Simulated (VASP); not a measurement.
A run of VASP 6.6.1 is set up as follows.

The input INCAR:

```
SYSTEM = NbRu3C
  PREC = Accurate
  ENCUT = 520
  EDIFF = 1E-6
  ISMEAR = -1
  SIGMA = 0.05
  LREAL = .False.
  LASPH = .True.
  NELM = 60
  ALGO = Normal
  ISIF = 2
  LWAVE = .False.
  LCHARG = .False.
  GGA = PE
  NBANDS = 38
```

Contents of KPOINTS:

```
regular mesh
0
Gamma
  7 7 7
  0 0 0
```

The input POSCAR:

```
NbRu3C
1.0
    4.0651380000      0.0000000000      0.0000000000
    0.0000000000      4.0651380000      0.0000000000
    0.0000000000      0.0000000000      4.0651380000
Ru Nb C
3 1 1
Direct
    0.5000000000      0.5000000000      0.0000000000
    0.5000000000      0.0000000000      0.5000000000
    0.0000000000      0.5000000000      0.5000000000
    0.0000000000      0.0000000000      0.0000000000
    0.5000000000      0.5000000000      0.5000000000
```

Potentials or basis: VASP PAW PBE potentials, release 64 (Ru_pv, Nb_sv, C).

Run with:

```sh
$ cat potpaw_PBE.64/Ru_pv/POTCAR potpaw_PBE.64/Nb_sv/POTCAR potpaw_PBE.64/C/POTCAR > POTCAR
$ mpirun -np 1 vasp_std > vasp.out
```

(1) Predict the pressure.

## Answers

(1) -3.5 GPa.
